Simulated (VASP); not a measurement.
## Ge: single point with BLYP

Ge:

```
Ge
1.0
     3.18142    0.00000    0.00000
    -1.59071    2.75519    0.00000
     0.00000    0.00000    4.92031
Ge
2
Direct
  0.33333 0.66667 0.25000
  0.66667 0.33333 0.75000
```

```json
{
  "Program": "VASP 6.6.1",
  "Task": "single point",
  "Functional": "BLYP",
  "Potentials or basis": "VASP PAW PBE potentials, release 64 (Ge_d)",
  "Cutoff": "520 eV",
  "k mesh": "13 × 13 × 7",
  "Occupations": "fermi-dirac, width 0.1 eV",
  "Spin": "no spin polarisation",
  "Dipole correction": "no",
  "Further INCAR settings": "ALGO = Normal; EDIFF = 1e-07; NBANDS = 21"
}
```

```json
{
 "Pressure": "0.1 GPa",
 "Band gap on the k mesh": "zero (band 14 reaches 11.17 eV, above the bottom of band 15 at 3.97 eV)"
}
```

Stress tensor (GPa, compression positive):
```
-0.17  0.00  0.00
 0.00 -0.17  0.00
 0.00  0.00  0.54
```

Levels at points of the mesh, in eV from the Fermi level:
| k point | band 10 | band 11 | band 12 | band 13 | band 14 | band 15 | band 16 | band 17 | band 18 | band 19 |
| --- | --- | --- | --- | --- | --- | --- | --- | --- | --- | --- |
| (0.00, 0.00, 0.00) | -24.64 | -12.14 | -7.23 | -4.49 | 5.08 | 5.08 | 6.93 | 6.93 | 8.30 | 9.86 |

Wall time 45 s on 1 thread of Intel Xeon 6975P-C, with other jobs on the host, peak memory 0.2 GiB.

Caveat: the PAW data sets were made with another functional, which shifts forces and pressure a little.
